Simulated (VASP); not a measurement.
Wanted: the native input for a VASP 6.6.1 run.

```
Task                   : single point
Functional             : revPBE
Potentials or basis    : VASP PAW PBE potentials, release 64 (Fe)
Cutoff                 : 520 eV
k mesh                 : 15 × 15 × 15
Occupations            : fermi-dirac, width 0.1 eV
Spin                   : no spin polarisation
Dipole correction      : no
Further INCAR settings : ALGO = Normal; EDIFF = 1e-06; NBANDS = 10
```

The structure of Fe lies in POSCAR:

```
Fe
1.0
    2.2518618490      0.0000000000      0.0000000000
    0.0000000000      2.2518618490      0.0000000000
    0.0000000000      0.0000000000      2.2518618490
Fe
1
Direct
    0.0000000000      0.0000000000      0.0000000000
```

This cell differs from its parent crystal: volume scaled by 0.96.

These files were run (other wordings do the same):

INCAR

```
SYSTEM = Fe
ALGO = Normal
EDIFF = 1E-6
ENCUT = 520
GGA = RE
ISIF = 2
ISMEAR = -1
LASPH = .True.
LCHARG = .False.
LREAL = .False.
LWAVE = .False.
NBANDS = 10
NELM = 80
PREC = Accurate
SIGMA = 0.1
```

KPOINTS

```
k-points
0
Gamma
  15 15 15
  0 0 0
```

Potentials or basis: VASP PAW PBE potentials, release 64 (Fe).

The run is started by

```bash
$ cat potpaw_PBE.64/Fe/POTCAR > POTCAR
$ mpirun -np 1 vasp_std > vasp.out
```

It gave:

```yaml
Pressure: 7.7 GPa
Band_gap_on_the_k_mesh: zero (band 4 reaches 8.20 eV, above the bottom of band 5 at 5.43 eV)
```

Caveat: the PAW data sets were made with another functional, which shifts forces and pressure a little; the run has no spin polarisation, though such a crystal can be magnetic.

It took 7 s on 1 thread of Intel(R) Xeon(R) Platinum 8488C (Sapphire Rapids), with other jobs on the host, peak memory 0.12 GiB.
